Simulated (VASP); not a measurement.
Input of a VASP 6.6.1 run:

INCAR

```
SYSTEM = Au3Br2
PREC     = Accurate       ! precision mode
ENCUT    = 520            ! plane-wave cutoff, eV
EDIFF    = 1E-7           ! SCF threshold, eV
ISMEAR   = 0              ! smearing method
SIGMA    = 0.1            ! smearing width, eV
LREAL    = .FALSE.        ! projectors in reciprocal space
LASPH    = .TRUE.         ! aspherical terms in the spheres
NELM     = 60             ! most SCF steps
ALGO     = Normal         ! electronic algorithm
ISIF     = 2              ! what is computed and relaxed
LWAVE    = .FALSE.        ! write WAVECAR
LCHARG   = .FALSE.        ! write CHGCAR
GGA      = PE             ! functional
NBANDS   = 32             ! bands
```

The input KPOINTS:

```
Automatic mesh
0
G
  6 6 4
  0 0 0
```

Contents of POSCAR:

```
Au3Br2
1.0
    4.3643392723      0.0000000000      0.0000000000
   -2.1821696361      3.7796286805      0.0000000000
    0.0000000000      0.0000000000      6.7902029794
Au Br
3 2
Direct
    0.0000000000      0.0000000000      0.0000000000
    0.3333333333      0.6666666667      0.6450000000
    0.6666666667      0.3333333333      0.3550000000
    0.3333333333      0.6666666667      0.2450000000
    0.6666666667      0.3333333333      0.7550000000
```

Potentials or basis: VASP PAW PBE potentials, release 64 (Au, Br).

Command:

```console
$ cat potpaw_PBE.64/Au/POTCAR potpaw_PBE.64/Br/POTCAR > POTCAR
$ mpirun -np 1 vasp_std > vasp.out
```

Question: Predict the band gap on the k mesh.

Answer: Zero (an odd number of electrons rules out a gap without spin polarisation).

Question: What does it give for the pressure?

Answer: 8.5 GPa.

Question: Predict the largest force.

Answer: 1.283 eV/Å.

Forces on the atoms (eV/Å):
```
Au   0.000  0.000  0.000
Au   0.000  0.000  0.210
Au   0.000  0.000 -0.210
Br   0.000  0.000 -1.283
Br   0.000  0.000  1.283
```

Caveat: the cell stands under pressure; spin-orbit coupling is left out, which moves the levels of the heavy elements; forces of over 1 eV/Å act on the atoms, so gaps and moduli don't describe the material at rest.
